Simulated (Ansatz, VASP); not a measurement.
**Te2Mo in VASP and in Ansatz**

INCAR

```
ALGO     = Normal         # electronic algorithm
EDIFF    = 1E-6           # SCF threshold, eV
ENCUT    = 520            # plane-wave cutoff, eV
GGA      = PE             # functional
ISIF     = 2              # what is computed and relaxed
ISMEAR   = 0              # smearing method
LASPH    = True           # aspherical terms in the spheres
LCHARG   = True           # write CHGCAR
LELF     = True           # ELF
LREAL    = False          # projectors in reciprocal space
LVHAR    = True         
LWAVE    = False          # write WAVECAR
NBANDS   = 35             # bands
NELM     = 60             # most SCF steps
PREC     = Accurate       # precision mode
SIGMA    = 0.05           # smearing width, eV
```

The input KPOINTS:

```
k-points
0
Gamma
  9 9 1
```

The input POSCAR:

```
Te2Mo
1.0
    3.5549909197      0.0000000000      0.0000000000
   -1.7774954599      3.0787124467      0.0000000000
    0.0000000000      0.0000000000     35.0365360304
Te Mo
4 2
Direct
    0.3333333333      0.6666666667      0.4499597225
    0.3333333333      0.6666666667      0.9483984951
    0.3333333333      0.6666666667      0.0516015049
    0.3333333333      0.6666666667      0.5500402775
    0.0000000000      0.0000000000      0.0000000000
    0.0000000000      0.0000000000      0.5000000000
```

Input for Ansatz:

```yaml
crystal:
  lattice:
    - [3.5549909197, 0.0, 0.0]
    - [-1.7774954599, 3.0787124467, 0.0]
    - [0.0, 0.0, 35.0365360304]
  atoms:
    - { symbol: Te, position: [0.3333333333, 0.6666666667, 0.4499597225] }
    - { symbol: Te, position: [0.3333333333, 0.6666666667, 0.9483984951] }
    - { symbol: Te, position: [0.3333333333, 0.6666666667, 0.0516015049] }
    - { symbol: Te, position: [0.3333333333, 0.6666666667, 0.5500402775] }
    - { symbol: Mo, position: [0.0, 0.0, 0.0] }
    - { symbol: Mo, position: [0.0, 0.0, 0.5] }
basis:
  ecutwfc: 420
kpoints:
  mp_grid: { grid: [9, 9, 1] }
hamiltonian:
  xc: pbe
  pseudopotentials: { kind: paw, azcp: { folder: soft_1 } }
scf:
  occupations: { method: gaussian, width: 0.05 }
output:
  forces: true
  stress: true
  eigenvalues: true
```

Change from the starting cell: mode 7 frozen in at +0.000 Å and mode 12 at +0.055 Å (largest displacements).

Alike in both runs: task single point; functional PBE; k mesh 9 × 9 × 1; occupations gaussian, width 0.05 eV; no spin polarisation.

|  | VASP | Ansatz |
| --- | --- | --- |
| version | VASP 6.6.1 | Ansatz 0.2.0 |
| potentials or method | VASP PAW PBE potentials, release 64 (Te, Mo_sv), cutoff 520 eV | scalar-relativistic, plane waves, PAW |
| valence electrons in the cell | 52 | 92 |

```csv
,VASP,Ansatz,Ansatz less VASP
gap on the k mesh at the Fermi level (eV),0.89,0.90,+0.005
least direct gap on the mesh (eV),0.89,0.90,+0.005
rms of the force components (eV/Å),0.267,0.261,-0.0059
```

Atom by atom the forces differ by 0.007 eV/Å (rms over components). The functional is the same, so the differences come from potentials, cutoffs and numerics. VASP's potentials hold 52 valence electrons a cell and Ansatz's 92, so a difference there can come from the potentials and not from the codes.

Neither program's run includes spin-orbit coupling.
